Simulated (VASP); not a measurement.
## Ru: relaxation of cell and atoms with PBEsol

Ru:

```
CELL_PARAMETERS angstrom
-1.50369 1.50369 1.50369
1.50369 -1.50369 1.50369
1.50369 1.50369 -1.50369
ATOMIC_POSITIONS crystal
Ru 0.00000 0.00000 0.00000
```

This isn't the form of Ru at room conditions, which is hcp.

```yaml
Program: VASP 6.6.1
Task: relaxation of cell and atoms
Functional: PBEsol
Potentials_or_basis: VASP PAW PBE potentials, release 64 (Ru_pv)
Cutoff: 500 eV
k_mesh: 20 × 20 × 20
Occupations: gaussian, width 0.1 eV
Spin: no spin polarisation
Dipole_correction: no
Further_INCAR_settings: ALGO = Normal; EDIFF = 1e-07; IBRION = 2; EDIFFG = -0.002; NSW = 100; ISIF = 3
```

- Relaxed volume: 13.75 Å³/atom
- Relaxed cell: a = 2.614 Å, b = 2.614 Å, c = 2.614 Å, α = 109.47°, β = 109.47°, γ = 109.47°
- Space group after relaxing (to 0.1 Å): Im-3m (No. 229)
- Energy gained by relaxing: 1.6 meV/atom
- Ionic steps: 11
- Pressure after relaxing: 0.0 GPa
- Band gap on the k mesh: zero (bands 7 and 8 overlap by 3.70 eV)

Step by step:
| step | energy change (eV) | largest force (eV/Å) | pressure (GPa) | volume (Å³) |
| --- | --- | --- | --- | --- |
| 1 | 0.0000 | 0.0000 | 3.49 | 13.60 |
| 2 | 0.0116 | 0.0000 | -9.26 | 14.19 |
| 3 | -0.0016 | 0.0000 | -0.04 | 13.75 |
| 4 | -0.0016 | 0.0000 | 0.03 | 13.75 |
| 5 | -0.0016 | 0.0000 | 0.03 | 13.75 |
| 6 | -0.0016 | 0.0000 | 0.02 | 13.75 |
| 7 | -0.0016 | 0.0000 | 0.02 | 13.75 |
| 8 | -0.0016 | 0.0000 | 0.02 | 13.75 |
| 9 | -0.0016 | 0.0000 | 0.02 | 13.75 |
| 10 | -0.0016 | 0.0000 | 0.02 | 13.75 |
| 11 | -0.0016 | 0.0000 | 0.02 | 13.75 |

Final structure:
```
CELL_PARAMETERS angstrom
-1.50910 1.50910 1.50910
1.50910 -1.50910 1.50910
1.50910 1.50910 -1.50910
ATOMIC_POSITIONS crystal
Ru 0.00000 0.00000 0.00000
```

Levels at points of the mesh, in eV from the Fermi level:
| k point | band 4 | band 5 | band 6 | band 7 | band 8 | band 9 | band 10 | band 11 |
| --- | --- | --- | --- | --- | --- | --- | --- | --- |
| (0.00, 0.00, 0.00) | -8.15 | -2.87 | -2.87 | -2.87 | -0.10 | -0.10 | 10.38 | 17.12 |
| (0.50, 0.00, 0.00) | -6.33 | -4.67 | -0.11 | 0.38 | 1.15 | 2.52 | 10.29 | 10.49 |
| (0.50, 0.50, 0.50) | -6.43 | -6.43 | 1.89 | 1.89 | 1.89 | 9.35 | 9.35 | 9.35 |

Wall time 2.3 min on 1 thread of Intel(R) Xeon(R) Platinum 8259CL CPU @ 2.50GHz (Skylake/Cascade Lake) (shared host), peak memory 0.16 GiB.

Caveat: the PAW data sets were made with another functional, which shifts forces and pressure a little.
